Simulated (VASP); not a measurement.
Eu, 1 atom in the cell. The structure is cubic, space group Im-3m (No. 229). Conventional cell: a = 4.606 Å, b = 4.606 Å, c = 4.606 Å, α = 90.00°, β = 90.00°, γ = 90.00°. Within 5.2 Å of Eu (site symmetry m-3m) lie 14 Eu at 3.99 to 4.61 Å. 

- Program: VASP 6.6.1
- Task: single point
- Functional: PBE
- Potentials or basis: VASP PAW PBE potentials, release 64 (Eu)
- Cutoff: 520 eV
- k mesh: 10 × 10 × 10
- Occupations: fermi-dirac, width 0.05 eV
- Spin: collinear spin, ferromagnetic start
- Starting moments: [7.0] μB
- Dipole correction: no
- Further INCAR settings: ALGO = Normal; EDIFF = 1e-06; NBANDS = 18

Potentials or basis: VASP PAW PBE potentials, release 64 (Eu).

The run is started by

```bash
$ cat potpaw_PBE.64/Eu/POTCAR > POTCAR
$ mpirun -np 1 vasp_std > vasp.out
```

Hardware: 1 thread of Intel(R) Xeon(R) Platinum 8375C CPU @ 2.90GHz (Ice Lake), on a shared host.

Estimate the wall time of this run.

Wall time 3 min on 1 thread of Intel(R) Xeon(R) Platinum 8375C CPU @ 2.90GHz (Ice Lake), with other jobs on the host, peak memory 0.24 GiB. Counts: scf iterations 20, k points 47.
